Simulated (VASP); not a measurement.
Write the native input for VASP 6.6.1 that does the following.

| Quantity | Value |
| --- | --- |
| Task | single point |
| Functional | PBE |
| Potentials or basis | VASP PAW PBE potentials, release 64 (Hf_pv, Ge_d, W_sv) |
| Cutoff | 520 eV |
| k mesh | 8 × 8 × 8 |
| Occupations | gaussian, width 0.1 eV |
| Spin | no spin polarisation |
| Dipole correction | no |
| Further INCAR settings | ALGO = Fast; EDIFF = 1e-06; NBANDS = 37 |

The structure of Hf3GeW lies in POSCAR:

```
Hf3GeW
1.0
    4.8637041935      0.0000000000      0.0000000000
    0.0000000000      4.8637041935      0.0000000000
    0.0000000000      0.0000000000      4.8637041935
Hf Ge W
3 1 1
Direct
    0.5000000000      0.5000000000      0.0000000000
    0.0000000000      0.5000000000      0.5000000000
    0.5000000000      0.0000000000      0.5000000000
    0.5000000000      0.5000000000      0.5000000000
    0.0000000000      0.0000000000      0.0000000000
```

The cell was generated, and may not be a known phase.

One way to write it, as run:

INCAR

```
SYSTEM = Hf3GeW
PREC     = Accurate       ! precision mode
ENCUT    = 520            ! plane-wave cutoff, eV
EDIFF    = 1E-6           ! SCF threshold, eV
ISMEAR   = 0              ! smearing method
SIGMA    = 0.1            ! smearing width, eV
LREAL    = .FALSE.        ! projectors in reciprocal space
LASPH    = .TRUE.         ! aspherical terms in the spheres
NELM     = 80             ! most SCF steps
ALGO     = Fast           ! electronic algorithm
ISIF     = 2              ! what is computed and relaxed
LWAVE    = .FALSE.        ! write WAVECAR
LCHARG   = .FALSE.        ! write CHGCAR
GGA      = PE             ! functional
NBANDS   = 37             ! bands
```

KPOINTS

```
Automatic mesh
0
G
  8 8 8
  0 0 0
```

Potentials or basis: VASP PAW PBE potentials, release 64 (Hf_pv, Ge_d, W_sv).

Launch:

```bash
$ cat potpaw_PBE.64/Hf_pv/POTCAR potpaw_PBE.64/Ge_d/POTCAR potpaw_PBE.64/W_sv/POTCAR > POTCAR
$ mpirun -np 1 vasp_std > vasp.out
```

Results of the run:

The pressure is -0.3 GPa and the band gap on the k mesh is zero (bands 29 and 30 overlap by 0.76 eV).

Caveat: spin-orbit coupling is left out, which moves the levels of the heavy elements.

Wall time 7.1 min on 1 thread of Intel Xeon 8259CL, with other jobs on the host, peak memory 0.28 GiB.
